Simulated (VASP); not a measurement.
# InSe2 (P4mm) in VASP: a series of runs, part 2 of 2

VASP 6.6.1.

## 3. Single point, PBE

This run uses another cell than the first one, of 25.77 Å³/atom, 0.804 times its volume.

INCAR

```
  PREC = Accurate
  ENCUT = 520
  EDIFF = 1E-7
  ISMEAR = 0
  SIGMA = 0.15
  LREAL = F
  LASPH = T
  NELM = 100
  ALGO = Normal
  ISIF = 2
  LWAVE = F
  LCHARG = F
  GGA = PE
  NBANDS = 34
```

KPOINTS

```
regular mesh
0
Gamma
  12 12 5
```

POSCAR

```
InSe2
1.0
   -3.8873932860      0.0000000000      0.0000000000
    0.0000000000     -3.8873932860      0.0000000000
    0.0000000000      0.0000000000     10.2325349326
In Se
2 4
Direct
    0.0000000000      0.5000000000      0.5282469554
    0.5000000000      0.0000000000      0.1409725121
    0.0000000000      0.5000000000      0.2069556044
    0.5000000000      0.0000000000      0.4622638631
    1.0000000000      0.0000000000      0.8101778601
    0.5000000000      0.5000000000      0.8101778601
```

Potentials or basis: VASP PAW PBE potentials, release 64 (In_d, Se).

Command:

```sh
$ cat potpaw_PBE.64/In_d/POTCAR potpaw_PBE.64/Se/POTCAR > POTCAR
$ mpirun -np 1 vasp_std > vasp.out
```

OUTCAR:

```text
PREC = Accurate
   ENCUT = 520
   EDIFF = 1E-7
   ISMEAR = 0
   LREAL = F
   LASPH = T
   NELM = 100
   ISIF = 2
   GGA = PE

 ion  position               nearest neighbor table
   1  0.000  0.500  0.528-   4 2.83   4 2.83   4 2.83   4 2.83   3 3.29
   2  0.500  0.000  0.141-   3 2.83   3 2.83   3 2.83   3 2.83   4 3.29
   3  0.000  0.500  0.207-   2 2.83   2 2.83   2 2.83   2 2.83   1 3.29
   4  0.500  0.000  0.462-   1 2.83   1 2.83   1 2.83   1 2.83   2 3.29
   5  0.000  0.000  0.810-   6 2.75   6 2.75   6 2.75   6 2.75
   6  0.500  0.500  0.810-   5 2.75   5 2.75   5 2.75   5 2.75

  LATTYP: Found a simple tetragonal cell.
 ALAT       =     3.8873932860
 C/A-ratio  =     2.6322355830

  Lattice vectors:

 A1 = (  -3.8873932860,   0.0000000000,   0.0000000000)
 A2 = (   0.0000000000,  -3.8873932860,   0.0000000000)
 A3 = (   0.0000000000,   0.0000000000,  10.2325349326)

Analysis of symmetry for initial positions (statically):
=====================================================================
 Subroutine PRICEL returns:
 Original cell was already a primitive cell.

 Routine SETGRP: Setting up the symmetry group for a
 simple tetragonal supercell.

 Subroutine GETGRP returns: Found  8 space group operations
 (whereof  4 operations were pure point group operations)
 out of a pool of 16 trial point group operations.

The static configuration has the point symmetry C_2v.
 The point group associated with its full space group is C_4v.

Analysis of symmetry for dynamics (positions and initial velocities):
=====================================================================
 Subroutine PRICEL returns:
 Original cell was already a primitive cell.

 Routine SETGRP: Setting up the symmetry group for a
 simple tetragonal supercell.

 Subroutine GETGRP returns: Found  8 space group operations
 (whereof  4 operations were pure point group operations)
 out of a pool of 16 trial point group operations.

The dynamic configuration has the point symmetry C_2v.
[... 125 lines left out ...]
   IALGO  =     38    algorithm
   IMIX   =      4    mixing-type and parameters
     AMIX     =   0.40;   BMIX     =  1.00
     AMIX_MAG =   1.60;   BMIX_MAG =  1.00
  volume/ion in A,a.u.               =      25.77       173.92
  Fermi-wavevector in a.u.,A,eV,Ry     =   1.123651  2.123392 17.178600  1.262592
  Thomas-Fermi vector in A             =   2.260318
   LORBIT       =      0    0 simple, 1 ext, 2 COOP (PROOUT), +10 PAW based schemes
   GGA     = PE    functional components
   LHFCALC =     F    Hartree Fock is set to
   AEXX    =    0.0000 exact exchange contribution
   IVDW    =     0    specifies the selected vdW correction
   LEPSILON=     F    determine dielectric tensor
   LRPA    =     F    only Hartree local field effects (RPA)
 non-spin polarized calculation
 Gauss-broadening in eV      SIGMA  =   0.15
  energy-cutoff  :      520.00
  volume of cell :      154.63
 maximum number of plane-waves:      4196
 NGX is ok and might be reduce to    30
   NGX = 15   NGY = 15   NGZ = 39

 number of electron      50.0000007 magnetization

 Free energy of the ion-electron system (eV)
  ---------------------------------------------------
  ext. energy  EPLUGINS =         0.00000000
  ---------------------------------------------------
  free energy    TOTEN  =       -20.21561489 eV

  energy without entropy =      -20.19728544  energy(sigma->0) =      -20.20645016

 E-fermi :   4.5627     XC(G=0):  -9.5574

 val. band max:        4.5501553803   @ k =   0.1667   0.0833   0.4000
 cond. band min:       4.5727532529   @ k =   0.1667   0.0833   0.2000
 fundamental gap:      0.0225978726
 Fermi energy:         4.5626657968

 k-point     1 :       0.0000    0.0000    0.0000
  band No.  band energies     occupation
      1     -10.3768      2.00000
      2     -10.2332      2.00000
      3     -10.1178      2.00000
      4     -10.0222      2.00000
      5      -9.9948      2.00000
      6      -9.9948      2.00000
[... 877 lines left out ...]
     33      10.4028      0.00000
     34      10.8464      0.00000

 [... further k-points ...]
[... 5 lines left out ...]
  --------------------------------------------------------------------------------------
  -------------------------------------------------------------------------------------
  Total       -0.0358241     -0.0358241     -1.3937978      0.0000000      0.0000000      0.0000000
  in kB       -0.3711814     -0.3711814    -14.4414285      0.0000000      0.0000000      0.0000000
  external PRESSURE =      -5.0612638 kB  Pullay stress =       0.0000000 kB

 VOLUME and BASIS-vectors are now :
 -----------------------------------------------------------------------------
  energy-cutoff  :      520.00
  volume of cell :      154.63
      direct lattice vectors                 reciprocal lattice vectors
    -3.887393286  0.000000000  0.000000000    -0.257241788  0.000000000  0.000000000
     0.000000000 -3.887393286  0.000000000     0.000000000 -0.257241788  0.000000000
     0.000000000  0.000000000 10.232534933     0.000000000  0.000000000  0.097727494

 POSITION                                       TOTAL-FORCE (eV/Angst)
 -----------------------------------------------------------------------------------
      0.00000     -1.94370      5.40531         0.000000      0.000000      0.158138
     -1.94370      0.00000      1.44251         0.000000      0.000000      0.095529
      0.00000     -1.94370      2.11768         0.000000      0.000000     -0.400357
     -1.94370      0.00000      4.73013         0.000000      0.000000     -0.068563
      0.00000      0.00000      8.29017         0.000000      0.000000      0.107627
     -1.94370     -1.94370      8.29017         0.000000      0.000000      0.107627
 -----------------------------------------------------------------------------------
    total drift:                               -0.000000      0.000000     -0.000325

  FREE ENERGIE OF THE ION-ELECTRON SYSTEM (eV)
  ---------------------------------------------------
  free  energy   TOTEN  =       -20.2156148858 eV

  energy  without entropy=      -20.1972854405  energy(sigma->0) =      -20.20645016
```

Wall time 8.3 min (1 thread of AMD EPYC 7R13 (Zen 3), shared host); peak memory 0.46 GiB.

Results:

| Item | Value |
| --- | --- |
| Free energy | -20.2156 eV |
| Pressure | -0.5 GPa |
| Largest force | 0.400 eV/Å |
| Band gap on the k mesh | zero (band 25 reaches 5.09 eV, above the bottom of band 26 at 3.17 eV) |

Forces in eV/Å, atoms in the order of the input:
```
In   0.000  0.000  0.158
In   0.000  0.000  0.096
Se   0.000  0.000 -0.400
Se   0.000  0.000 -0.069
Se   0.000  0.000  0.108
Se   0.000  0.000  0.108
```

Levels at points of the mesh, in eV from the Fermi level:
```
           k point  band 23  band 24  band 25  band 26  band 27  band 28
(0.00, 0.00, 0.00)    -1.83    -1.83     0.46     0.48     3.01     3.05
(0.50, 0.00, 0.00)    -1.28    -1.14    -1.14    -1.01     1.13     1.64
(0.50, 0.50, 0.00)    -1.45    -1.45    -1.28    -1.23     2.84     2.85
```

Caveat: spin-orbit coupling is left out, which moves the levels of the heavy elements.

## 4. Single point, PBE

This run uses another cell than the first one, of 27.03 Å³/atom, 0.843 times its volume.

INCAR

```
SYSTEM = InSe2
PREC     = Accurate       ! precision mode
ENCUT    = 520            ! plane-wave cutoff, eV
EDIFF    = 1E-6           ! SCF threshold, eV
ISMEAR   = 0              ! smearing method
SIGMA    = 0.15           ! smearing width, eV
LREAL    = .FALSE.        ! projectors in reciprocal space
LASPH    = .TRUE.         ! aspherical terms in the spheres
NELM     = 80             ! most SCF steps
ALGO     = Normal         ! electronic algorithm
ISIF     = 2              ! what is computed and relaxed
LWAVE    = .FALSE.        ! write WAVECAR
LCHARG   = .FALSE.        ! write CHGCAR
GGA      = PE             ! functional
NBANDS   = 34             ! bands
```

KPOINTS

```
Automatic mesh
0
G
  12 12 5
  0 0 0
```

POSCAR

```
InSe2
1.0
   -3.8873932860      0.0000000000      0.0000000000
    0.0000000000     -3.8873932860      0.0000000000
    0.0000000000      0.0000000000     10.7325349326
In Se
2 4
Direct
    0.0000000000      0.5000000000      0.5036373474
    0.5000000000      0.0000000000      0.1344049811
    0.0000000000      0.5000000000      0.1973140982
    0.5000000000      0.0000000000      0.4407282302
    1.0000000000      0.0000000000      0.7724338479
    0.5000000000      0.5000000000      0.7724338479
```

Command:

```sh
$ cat potpaw_PBE.64/In_d/POTCAR potpaw_PBE.64/Se/POTCAR > POTCAR
$ mpirun -np 1 vasp_std > vasp.out
```

It took 6.3 min on 1 thread of AMD EPYC 7R13 (Zen 3), shared host; peak memory 0.47 GiB.

It converged, with:

```
Free energy            : -20.0838 eV
Pressure               : -0.4 GPa
Largest force          : 0.525 eV/Å
Band gap on the k mesh : zero (band 25 reaches 4.63 eV, above the bottom of band 26 at 2.78 eV)
```

Forces in eV/Å, atoms in the order of the input:
```
In   0.000  0.000  0.238
In   0.000  0.000  0.313
Se   0.000  0.000 -0.525
Se   0.000  0.000 -0.126
Se   0.000  0.000  0.050
Se   0.000  0.000  0.050
```

Stress tensor (GPa, compression positive):
```
 0.06  0.00  0.00
 0.00  0.06  0.00
 0.00  0.00 -1.44
```

Levels at points of the mesh, in eV from the Fermi level:
```
           k point  band 21  band 22  band 23  band 24  band 25  band 26  band 27  band 28  band 29  band 30
(0.00, 0.00, 0.00)    -2.58    -2.11    -1.89    -1.89     0.40     0.55     2.57     3.08     3.08     3.58
(0.50, 0.00, 0.00)    -1.64    -1.59    -1.29    -1.22    -1.11    -1.06     0.78     1.55     2.75     2.98
(0.50, 0.50, 0.00)    -3.74    -3.60    -1.41    -1.41    -1.40    -1.32     2.91     2.98     3.81     3.81
```

Caveat: spin-orbit coupling is left out, which moves the levels of the heavy elements.

## 5. Single point, PBE

This run uses another cell than the first one, of 29.55 Å³/atom, 0.921 times its volume.

INCAR

```
SYSTEM = InSe2
PREC = Accurate
ENCUT = 520
EDIFF = 1E-7
ISMEAR = 0
SIGMA = 0.15
LREAL = .False.
LASPH = .True.
NELM = 80
ALGO = Normal
ISIF = 2
LWAVE = .False.
LCHARG = .False.
GGA = PE
NBANDS = 34
```

KPOINTS

```
regular mesh
0
Gamma
  12 12 5
  0 0 0
```

POSCAR

```
InSe2
1.0
   -3.8873932860      0.0000000000      0.0000000000
    0.0000000000     -3.8873932860      0.0000000000
    0.0000000000      0.0000000000     11.7325349326
In Se
2 4
Direct
    0.0000000000      0.5000000000      0.4607107889
    0.5000000000      0.0000000000      0.1229492316
    0.0000000000      0.5000000000      0.1804964114
    0.5000000000      0.0000000000      0.4031636091
    1.0000000000      0.0000000000      0.7065969378
    0.5000000000      0.5000000000      0.7065969378
```

Command:

```sh
$ cat potpaw_PBE.64/In_d/POTCAR potpaw_PBE.64/Se/POTCAR > POTCAR
$ mpirun -np 1 vasp_std > vasp.out
```

Wall time 9.2 min (1 thread of AMD EPYC 7R13 (Zen 3), shared host); peak memory 0.51 GiB.

Results (log left out):

```yaml
Free_energy: -19.9603 eV
Pressure: -0.3 GPa
Largest_force: 0.567 eV/Å
Band_gap_on_the_k_mesh: zero (band 25 reaches 3.92 eV, above the bottom of band 26 at 2.09 eV)
```

Forces on the atoms (eV/Å):
```
In   0.000  0.000  0.288
In   0.000  0.000  0.532
Se   0.000  0.000 -0.567
Se   0.000  0.000 -0.177
Se   0.000  0.000 -0.038
Se   0.000  0.000 -0.038
```

Stress tensor (GPa, compression positive):
```
 0.05  0.00  0.00
 0.00  0.05  0.00
 0.00  0.00 -0.97
```

Levels at points of the mesh, in eV from the Fermi level:
| k point | band 22 | band 23 | band 24 | band 25 | band 26 | band 27 | band 28 | band 29 |
| --- | --- | --- | --- | --- | --- | --- | --- | --- |
| (0.00, 0.00, 0.00) | -2.05 | -1.89 | -1.89 | 0.38 | 0.62 | 2.07 | 3.11 | 3.11 |
| (0.50, 0.00, 0.00) | -1.54 | -1.28 | -1.24 | -1.09 | -1.06 | 0.51 | 1.49 | 2.72 |
| (0.50, 0.50, 0.00) | -3.60 | -1.47 | -1.37 | -1.36 | -1.36 | 3.02 | 3.20 | 3.88 |

Caveat: spin-orbit coupling is left out, which moves the levels of the heavy elements.

## 6. Summary

| cell | gap on the mesh (eV) | pressure (GPa) | largest force (eV/Å) |
| --- | --- | --- | --- |
| a = 3.887, b = 3.887, c = 12.733 Å, 6 atoms | none | -0.3 | 0.58 |
| a = 3.887, b = 3.887, c = 10.233 Å, 6 atoms | none | -0.5 | 0.40 |
| a = 3.887, b = 3.887, c = 10.733 Å, 6 atoms | none | -0.4 | 0.53 |
| a = 3.887, b = 3.887, c = 11.733 Å, 6 atoms | none | -0.3 | 0.57 |

Alike in all rows: task single point; level PBE; potentials or basis VASP PAW PBE potentials, release 64 (In_d, Se); no spin polarisation; k mesh 12 × 12 × 5; cutoff (eV) 520; smearing gaussian 0.15 eV.

Caveats: spin-orbit coupling is left out, which moves the levels of the heavy elements.

Total energies depend on the potentials used, so only differences within one code and one set of settings carry meaning.
